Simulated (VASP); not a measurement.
Write the native input for VASP 6.6.1 that does the following.

| Quantity | Value |
| --- | --- |
| Task | single point |
| Functional | LDA |
| Potentials or basis | VASP PAW LDA potentials, release 64 (Rh_pv) |
| Cutoff | 520 eV |
| k mesh | 9 × 9 × 12 |
| Occupations | fermi-dirac, width 0.1 eV |
| Spin | no spin polarisation |
| Dipole correction | no |
| Further INCAR settings | ALGO = Normal; EDIFF = 1e-06; NBANDS = 30 |

The structure of Rh lies in POSCAR:

```
Rh
1.0
    4.2514787538      0.0000000000      0.0000000000
   -2.1257393769      3.6818886044      0.0000000000
    0.0000000000      0.0000000000      2.6059751062
Rh
3
Direct
    1.0000000000      1.0000000000      0.0000000000
    0.3333333333      0.6666666667      0.5000000000
    0.6666666667      0.3333333333      0.5000000000
```

One way to write it, as run:

INCAR

```
SYSTEM = Rh
ALGO     = Normal         ! electronic algorithm
EDIFF    = 1E-6           ! SCF threshold, eV
ENCUT    = 520            ! plane-wave cutoff, eV
ISIF     = 2              ! what is computed and relaxed
ISMEAR   = -1             ! smearing method
LASPH    = .TRUE.         ! aspherical terms in the spheres
LCHARG   = .FALSE.        ! write CHGCAR
LREAL    = .FALSE.        ! projectors in reciprocal space
LWAVE    = .FALSE.        ! write WAVECAR
NBANDS   = 30             ! bands
NELM     = 100            ! most SCF steps
PREC     = Accurate       ! precision mode
SIGMA    = 0.1            ! smearing width, eV
```

KPOINTS

```
k-points
0
G
  9 9 12
  0 0 0
```

Potentials or basis: VASP PAW LDA potentials, release 64 (Rh_pv).

The run is started by

```sh
$ cat potpaw_LDA.64/Rh_pv/POTCAR > POTCAR
$ mpirun -np 1 vasp_std > vasp.out
```

Results of the run:

* Pressure: 0.9 GPa

It took 26 s on 1 thread of Intel(R) Xeon(R) Platinum 8559C (Emerald Rapids), on a shared host, peak memory 0.18 GiB.
